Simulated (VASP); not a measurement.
Here is a VASP 6.6.1 calculation.

INCAR

```
SYSTEM = VOs
ALGO = Normal
EDIFF = 1E-6
ENCUT = 520
GGA = CA
ISIF = 2
ISMEAR = -1
ISPIN = 2
LASPH = .TRUE.
LCHARG = .FALSE.
LMAXMIX = 4
LORBIT = 11
LREAL = .FALSE.
LWAVE = .FALSE.
MAGMOM = 0 0
NBANDS = 22
NELM = 150
NUPDOWN = 0.0
PREC = Accurate
SIGMA = 0.1
```

KPOINTS

```
k-points
0
G
  11 11 7
  0 0 0
```

Contents of POSCAR:

```
VOs
1.0
    2.7634120100      0.0000000000      0.0000000000
   -1.3817060000      2.3931850000      0.0000000000
    0.0000000000      0.0000000000      4.2580210000
V Os
1 1
Direct
    0.6666666687      0.3333333278      0.0000000000
    0.0000000000      0.0000000000      0.5000000000
```

Potentials or basis: VASP PAW LDA potentials, release 64 (V_sv, Os).

Command:

```bash
$ cat potpaw_LDA.64/V_sv/POTCAR potpaw_LDA.64/Os/POTCAR > POTCAR
$ mpirun -np 1 vasp_std > vasp.out
```

(1) What does it give for the pressure?

Answers

(1) -15.3 GPa.

Caveat: the total moment is fixed, so each spin has its own Fermi level.
